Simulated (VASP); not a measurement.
Crystal: CaO.

```
CELL_PARAMETERS angstrom
0.00000 2.43519 2.43519
2.43519 0.00000 2.43519
2.43519 2.43519 0.00000
ATOMIC_POSITIONS crystal
Ca 0.00000 0.00000 0.00000
O 0.50000 0.50000 0.50000
```

Base run:

* Program: VASP 6.6.1
* Functional: b88 exchange, pbe correlation
* Potentials or basis: VASP PAW PBE potentials, release 64 (Ca_sv, O)
* Cutoff: 600 eV
* k mesh: 10 × 10 × 10
* Occupations: fermi-dirac, width 0.05 eV
* Spin: no spin polarisation

Its results: band gap on the k mesh 3.67 eV (least direct gap 4.05 eV); pressure -2.2 GPa.

Question: The run is repeated on the same cell with these changes: functional from b88 exchange, pbe correlation to BLYP; cutoff from 600 eV to 520 eV. What comes out?

Answer: Band gap on the k mesh 3.73 eV (least direct gap 4.11 eV); pressure 0.5 GPa.

Caveats: the PAW data sets were made with another functional, which shifts forces and pressure a little.

A k mesh can miss the band edges.
